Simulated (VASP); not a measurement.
Crystal: Al5Cu3.

```
CELL_PARAMETERS angstrom
3.80920 0.00000 0.00000
0.00000 3.90232 0.00000
0.00000 0.00000 7.77346
ATOMIC_POSITIONS crystal
Al 0.00000 0.00000 0.50000
Al 0.00000 0.00000 0.00000
Al 0.50000 0.50000 0.00000
Al 0.00000 0.50000 0.73731
Al 0.00000 0.50000 0.26269
Cu 0.50000 0.00000 0.74331
Cu 0.50000 0.00000 0.25669
Cu 0.50000 0.50000 0.50000
```

The cell was generated, and may not be a known phase.

- Program: VASP 6.6.1
- Task: relaxation of cell and atoms
- Functional: PBE
- Potentials or basis: VASP PAW PBE potentials, release 64 (Al, Cu)
- Cutoff: 600 eV
- k mesh: 8 × 8 × 4
- Occupations: gaussian, width 0.1 eV
- Spin: no spin polarisation

At the start: pressure 0.3 GPa; volume 14.44 Å³/atom.

Problem. How do energy, volume and symmetry change on relaxing?

Solution. Over 9 steps the energy falls by 2.4 meV/atom and the volume is 14.46 Å³/atom (+0.1 %); space group Pmmm (No. 47, to 0.1 Å) before and after.

Step by step:
```csv
step,energy change (eV),largest force (eV/Å),pressure (GPa),volume (Å³)
1,0.0000,0.2087,0.28,115.55
2,-0.0132,0.1163,-0.10,115.97
3,-0.0166,0.0486,-0.46,116.32
4,-0.0184,0.0390,0.09,115.59
5,-0.0184,0.0389,0.11,115.58
6,-0.0188,0.0278,0.03,115.64
7,-0.0189,0.0197,-0.02,115.69
8,-0.0190,0.0129,-0.01,115.67
9,-0.0191,0.0082,0.06,115.65
```

Final structure:
```
Al Cu
1.0
     3.76222    0.00000    0.00000
     0.00000    3.91749    0.00000
     0.00000    0.00000    7.84709
Al Cu
5 3
Direct
  0.00000 0.00000 0.50000
  0.00000 0.00000 0.00000
  0.50000 0.50000 0.00000
  0.00000 0.50000 0.74066
  0.00000 0.50000 0.25934
  0.50000 0.00000 0.74587
  0.50000 0.00000 0.25413
  0.50000 0.50000 0.50000
```
